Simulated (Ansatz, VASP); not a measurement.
Ir: VASP beside Ansatz

```
Ir
1.0
    -0.13546    1.93518    1.71747
     1.93518   -0.13546    1.71747
     1.79972    1.79972    0.00000
Ir
1
Direct
  0.00000 0.00000 0.00000
```

Change from the starting cell: engineering shear strain xy -0.1400, normal strain along z -0.1125.

Alike in both runs: task single point; functional PBE; k mesh 20 × 20 × 20; occupations gaussian, width 0.15 eV; no spin polarisation.

|  | VASP | Ansatz |
| --- | --- | --- |
| version | VASP 6.6.1 | Ansatz 0.2.0 |
| potentials or method | VASP PAW PBE potentials, release 64 (Ir), cutoff 520 eV | scalar-relativistic, plane waves, PAW |
| valence electrons in the cell | 9 | 17 |

VASP gave:

| Property | Result |
| --- | --- |
| gap on the k mesh at the Fermi level (eV) | none |
| pressure (GPa) | 70.8 |
| traceless stress, the component that is largest in VASP (GPa) | 26.62 |

Task: Which values does Ansatz return?

Result: gap on the k mesh at the Fermi level (eV): none; pressure (GPa): 69.2; traceless stress, the component that is largest in VASP (GPa): 26.55.

A gap of «none» marks a metal or a gap that the smearing closes. Both programs put the cell under a high pressure, so it lies far from rest at this level. VASP's potentials hold 9 valence electrons a cell and Ansatz's 17, so a difference there can come from the potentials and not from the codes.

Spin-orbit coupling is off throughout. Noted on VASP's run: the cell as given lies far from equilibrium.
